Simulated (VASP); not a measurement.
# HfN (Fm-3m) in VASP: further runs

HfN is run at these levels: LDA; tasks: single point, relaxation of cell and atoms.

Program: VASP 6.6.1. These are calculated values, not measurements. Logs are shortened: lines on timing, memory, paths and dates and some standing lists are left out, and cuts for length are marked.

### Step 1. The cell of the first run

It takes space group Fm-3m (No. 225, cubic). Conventional cell: a = 4.453 Å, b = 4.453 Å, c = 4.453 Å, α = 90.00°, β = 90.00°, γ = 90.00°. Hf (site symmetry m-3m) has 6 N at 2.23 Å within 2.9 Å. Within 2.9 Å of N (site symmetry m-3m) lie 6 Hf at 2.23 Å.

### Step 2. Single point, LDA

File INCAR:

```
SYSTEM = HfN
PREC     = Accurate       ! precision mode
ENCUT    = 520            ! plane-wave cutoff, eV
EDIFF    = 1E-6           ! SCF threshold, eV
ISMEAR   = -1             ! smearing method
SIGMA    = 0.1            ! smearing width, eV
LREAL    = .False.        ! projectors in reciprocal space
LASPH    = .True.         ! aspherical terms in the spheres
NELM     = 60             ! most SCF steps
ALGO     = Normal         ! electronic algorithm
ISIF     = 2              ! what is computed and relaxed
LWAVE    = .False.        ! write WAVECAR
LCHARG   = .False.        ! write CHGCAR
NBANDS   = 14             ! bands
```

File KPOINTS:

```
Automatic mesh
0
Gamma
  16 16 16
  0 0 0
```

File POSCAR:

```
HfN
1.0
    0.0000000000      2.2265525402      2.2265525402
    2.2265525402      0.0000000000      2.2265525402
    2.2265525402      2.2265525402      0.0000000000
Hf N
1 1
Direct
    0.0000000000      0.0000000000      0.0000000000
    0.5000000000      0.5000000000      0.5000000000
```

Potentials or basis: VASP PAW LDA potentials, release 64 (Hf_pv, N).

On the command line:

```bash
cat potpaw_LDA.64/Hf_pv/POTCAR potpaw_LDA.64/N/POTCAR > POTCAR
mpirun -np 1 vasp_std > vasp.out
```

OUTCAR:

```text
SYSTEM = HfN
   PREC = Accurate
   ENCUT = 520
   EDIFF = 1E-6
   ISMEAR = -1
   LREAL = .False.
   LASPH = .True.
   NELM = 60
   ISIF = 2

 ion  position               nearest neighbor table
   1  0.000  0.000  0.000-   2 2.23   2 2.23   2 2.23   2 2.23   2 2.23   2 2.23
   2  0.500  0.500  0.500-   1 2.23   1 2.23   1 2.23   1 2.23   1 2.23   1 2.23

  LATTYP: Found a face centered cubic cell.
 ALAT       =     4.4531050804

  Lattice vectors:

 A1 = (   0.0000000000,   2.2265525402,   2.2265525402)
 A2 = (   2.2265525402,   0.0000000000,   2.2265525402)
 A3 = (   2.2265525402,   2.2265525402,   0.0000000000)

Analysis of symmetry for initial positions (statically):
=====================================================================
 Subroutine PRICEL returns:
 Original cell was already a primitive cell.

 Routine SETGRP: Setting up the symmetry group for a
 face centered cubic supercell.

 Subroutine GETGRP returns: Found 48 space group operations
 (whereof 48 operations were pure point group operations)
 out of a pool of 48 trial point group operations.

The static configuration has the point symmetry O_h .

Analysis of symmetry for dynamics (positions and initial velocities):
=====================================================================
 Subroutine PRICEL returns:
 Original cell was already a primitive cell.

 Routine SETGRP: Setting up the symmetry group for a
 face centered cubic supercell.

 Subroutine GETGRP returns: Found 48 space group operations
 (whereof 48 operations were pure point group operations)
 out of a pool of 48 trial point group operations.

The dynamic configuration has the point symmetry O_h .

 Subroutine INISYM returns: Found 48 space group operations
 (whereof 48 operations are pure point group operations),
 and found     1 'primitive' translations

----------------------------------------------------------------------------------------

                                     Primitive cell

  volume of cell :      22.0764

  direct lattice vectors                    reciprocal lattice vectors
     0.000000000  2.226552540  2.226552540    -0.224562408  0.224562408  0.224562408
     2.226552540  0.000000000  2.226552540     0.224562408 -0.224562408  0.224562408
     2.226552540  2.226552540  0.000000000     0.224562408  0.224562408 -0.224562408

  length of vectors
     3.148820800  3.148820800  3.148820800     0.388953500  0.388953500  0.388953500

  position of ions in fractional coordinates (direct lattice)
     0.000000000  0.000000000  0.000000000
     0.500000000  0.500000000  0.500000000

  ion indices of the primitive-cell ions
   primitive index   ion index
                 1           1
                 2           2

----------------------------------------------------------------------------------------

 KPOINTS: Automatic mesh

Automatic generation of k-mesh.
 Grid dimensions read from file:
 generate k-points for:   16   16   16

 Generating k-lattice:

  Cartesian coordinates                     Fractional coordinates (reciprocal lattice)
    -0.014035151  0.014035151  0.014035151     0.062500000  0.000000000  0.000000000
     0.014035151 -0.014035151  0.014035151     0.000000000  0.062500000  0.000000000
     0.014035151  0.014035151 -0.014035151     0.000000000  0.000000000  0.062500000

  Length of vectors
     0.024309594  0.024309594  0.024309594

  Shift w.r.t. Gamma in fractional coordinates (k-lattice)
     0.000000000  0.000000000  0.000000000

 Subroutine IBZKPT returns following result:
 ===========================================

 Found    145 irreducible k-points:

 Following reciprocal coordinates:
            Coordinates               Weight
  0.000000  0.000000  0.000000      1.000000
  0.062500  0.000000  0.000000      8.000000
  0.125000  0.000000  0.000000      8.000000
  0.187500  0.000000  0.000000      8.000000
  0.250000  0.000000  0.000000      8.000000
  0.312500  0.000000  0.000000      8.000000
[... 16 lines left out ...]
 -0.125000  0.062500  0.000000     24.000000
 -0.062500  0.062500  0.000000     12.000000
 [... further k-points ...]
   k-points           NKPTS =    145   k-points in BZ     NKDIM =    145   number of bands    NBANDS=     14
   number of dos      NEDOS =    301   number of ions     NIONS =      2
   total plane-waves  NPLWV =  13824
   dimension x,y,z NGX =    24 NGY =   24 NGZ =   24
   dimension x,y,z NGXF=    48 NGYF=   48 NGZF=   48
   ions per type =               1   1
   NGX,Y,Z   is equivalent  to a cutoff of  12.67, 12.67, 12.67 a.u.
   NGXF,Y,Z  is equivalent  to a cutoff of  25.34, 25.34, 25.34 a.u.
 SYSTEM =  HfN
   PREC   = accura    normal or accurate (medium, high low for compatibility)
   ISTART =      0    job   : 0-new  1-cont  2-samecut
   ICHARG =      2    charge: 1-file 2-atom 10-const
   ISPIN  =      1    spin polarized calculation?
   LNONCOLLINEAR =      F non collinear calculations
   LSORBIT =      F    spin-orbit coupling
   LASPH  =      T    aspherical Exc in radial PAW
   ENCUT  =  520.0 eV  38.22 Ry    6.18 a.u.   5.85  5.85  5.85*2*pi/ulx,y,z
   NELM   =     60;   NELMIN=  2; NELMDL= -5     # of ELM steps
   EDIFF  = 0.1E-05   stopping-criterion for ELM
   LREAL  =      F    real-space projection
   EDIFFG = 0.1E-04   stopping-criterion for IOM
   NSW    =      0    number of steps for IOM
   IBRION =     -1    ionic relax: 0-MD 1-quasi-New 2-CG
   NFREE  =      0    steps in history (QN), initial steepest desc. (CG)
   ISIF   =      2    stress and relaxation
   ISYM   =      2    0-nonsym 1-usesym 2-fastsym
   POTIM  = 0.5000    time-step for ionic-motion
   TEBEG  =    0.0;   TEEND  =   0.0 temperature during run
   PSTRESS=    0.0 pullay stress
   NELECT =      15.0000    total number of electrons
   NUPDOWN=      -1.0000    fix difference up-down
   EMIN   =  10.00;   EMAX   =-10.00  energy-range for DOS
   EFERMI =   0.00;   METHOD = LEGACY
   ISMEAR =    -1;   SIGMA  =   0.10  broadening in eV -4-tet -1-fermi 0-gaus
   EFERMI_NEDOS =   21; number of points for ismear=-14 and -15
   IALGO  =     38    algorithm
   IMIX   =      4    mixing-type and parameters
     AMIX     =   0.40;   BMIX     =  1.00
     AMIX_MAG =   1.60;   BMIX_MAG =  1.00
  volume/ion in A,a.u.               =      11.04        74.49
  Fermi-wavevector in a.u.,A,eV,Ry     =   1.439226  2.719743 28.182717  2.071371
  Thomas-Fermi vector in A             =   2.558105
   LORBIT       =      0    0 simple, 1 ext, 2 COOP (PROOUT), +10 PAW based schemes
   GGA     = CA    functional components
   LHFCALC =     F    Hartree Fock is set to
   AEXX    =    0.0000 exact exchange contribution
   IVDW    =     0    specifies the selected vdW correction
   LEPSILON=     F    determine dielectric tensor
   LRPA    =     F    only Hartree local field effects (RPA)
 non-spin polarized calculation
  energy-cutoff  :      520.00
  volume of cell :       22.08
 maximum number of plane-waves:       609
   NGX = 11   NGY = 11   NGZ = 11

 number of electron      15.0000000 magnetization

 Free energy of the ion-electron system (eV)
  ---------------------------------------------------
  ext. energy  EPLUGINS =         0.00000000
  ---------------------------------------------------
  free energy    TOTEN  =       -23.87941623 eV

  energy without entropy =      -23.86121822  energy(sigma->0) =      -23.87031722

 E-fermi :   8.5949     XC(G=0): -13.2047

 val. band max:        8.5862173964   @ k =  -0.1250   0.0625   0.0000
 cond. band min:       8.5995477916   @ k =   0.3750   0.1250   0.0000
 fundamental gap:      0.0133303952
 Fermi energy:         8.5948544314

 k-point     1 :       0.0000    0.0000    0.0000
  band No.  band energies     occupation
      1     -22.1716      2.00000
      2     -22.1716      2.00000
      3     -22.1716      2.00000
      4      -8.8940      2.00000
      5       5.5953      2.00000
      6       5.5953      2.00000
      7       5.5953      2.00000
      8       8.1768      1.96988
      9       8.1768      1.96988
     10       8.1768      1.96988
     11      10.6090      0.00000
     12      10.6090      0.00000
     13      11.0135      0.00000
     14      18.3460      0.00000

 k-point     2 :       0.0625    0.0000    0.0000
  band No.  band energies     occupation
      1     -22.2208      2.00000
      2     -22.1755      2.00000
      3     -22.1755      2.00000
      4      -8.7917      2.00000
      5       5.1815      2.00000
      6       5.3366      2.00000
      7       5.3366      2.00000
      8       8.3087      1.89186
      9       8.3209      1.87866
     10       8.3209      1.87866
     11      10.9403      0.00000
     12      10.9403      0.00000
     13      11.2912      0.00000
     14      18.6692      0.00000

 k-point     3 :       0.1250    0.0000    0.0000
  band No.  band energies     occupation
      1     -22.3579      2.00000
      2     -22.1866      2.00000
      3     -22.1866      2.00000
      4      -8.4988      2.00000
      5       4.2517      2.00000
      6       4.7452      2.00000
      7       4.7452      2.00000
      8       8.5420      1.25821
      9       8.6961      0.53319
     10       8.6961      0.53319
     11      11.7949      0.00000
     12      11.7949      0.00000
     13      12.0054      0.00000
     14      19.5702      0.00000
[... 324 lines left out ...]
 k-point    23 :      -0.1250    0.0625    0.0000
  band No.  band energies     occupation
      1     -22.4371      2.00000
      2     -22.2280      2.00000
      3     -22.1799      2.00000
      4      -8.2912      2.00000
      5       3.6306      2.00000
      6       4.2397      2.00000
      7       4.7235      2.00000
      8       8.5862      1.04316
      9       8.6650      0.66318
     10       9.4481      0.00039
     11      11.3630      0.00000
     12      12.8050      0.00000
     13      12.8214      0.00000
     14      20.1426      0.00000

 k-point    24 :      -0.0625    0.0625    0.0000
  band No.  band energies     occupation
      1     -22.2887      2.00000
      2     -22.2005      2.00000
      3     -22.1734      2.00000
      4      -8.6283      2.00000
      5       4.5504      2.00000
      6       4.8703      2.00000
      7       5.2147      2.00000
      8       8.3595      1.82648
      9       8.3706      1.80805
     10       8.8396      0.15921
     11      10.8825      0.00000
     12      11.7278      0.00000
     13      11.8815      0.00000
     14      19.1822      0.00000

 [... further k-points ...]

------------------------ aborting loop because EDIFF is reached ----------------------------------------

  FORCE on cell =-STRESS in cart. coord.  units (eV):
  Direction    XX          YY          ZZ          XY          YZ          ZX
  --------------------------------------------------------------------------------------
  -------------------------------------------------------------------------------------
  Total        0.2667874      0.2667874      0.2667874      0.0000000      0.0000000     -0.0000000
  in kB       19.3618600     19.3618600     19.3618600      0.0000000      0.0000000     -0.0000000
  external PRESSURE =      19.3618600 kB  Pullay stress =       0.0000000 kB

 VOLUME and BASIS-vectors are now :
 -----------------------------------------------------------------------------
  energy-cutoff  :      520.00
  volume of cell :       22.08
      direct lattice vectors                 reciprocal lattice vectors
     0.000000000  2.226552540  2.226552540    -0.224562408  0.224562408  0.224562408
     2.226552540  0.000000000  2.226552540     0.224562408 -0.224562408  0.224562408
     2.226552540  2.226552540  0.000000000     0.224562408  0.224562408 -0.224562408

 POSITION                                       TOTAL-FORCE (eV/Angst)
 -----------------------------------------------------------------------------------
      0.00000      0.00000      0.00000         0.000000      0.000000      0.000000
      2.22655      2.22655      2.22655        -0.000000     -0.000000     -0.000000
 -----------------------------------------------------------------------------------
    total drift:                                0.000000     -0.000000     -0.000000

  FREE ENERGIE OF THE ION-ELECTRON SYSTEM (eV)
  ---------------------------------------------------
  free  energy   TOTEN  =       -23.8794162266 eV

  energy  without entropy=      -23.8612182162  energy(sigma->0) =      -23.87031722
```

It took 22 s on 1 thread of AMD EPYC 9R45 (Zen 5), shared host; peak memory 0.13 GiB.

Results:

| Item | Value |
| --- | --- |
| Free energy | -23.8794 eV |
| Pressure | 1.9 GPa |

Levels at points of the mesh, in eV from the Fermi level:
```tsv
k point	band 6	band 7	band 8	band 9	band 10	band 11
(0.00, 0.00, 0.00)	-3.00	-3.00	-0.42	-0.42	-0.42	2.01
(0.50, 0.00, 0.00)	-6.38	-6.38	3.48	3.89	3.89	4.79
(0.50, 0.50, 0.00)	-4.02	-3.62	-3.62	4.28	5.83	5.83
```

Caveat: spin-orbit coupling is left out, which moves the levels of the heavy elements.

(Continued in part 2 of 2.)
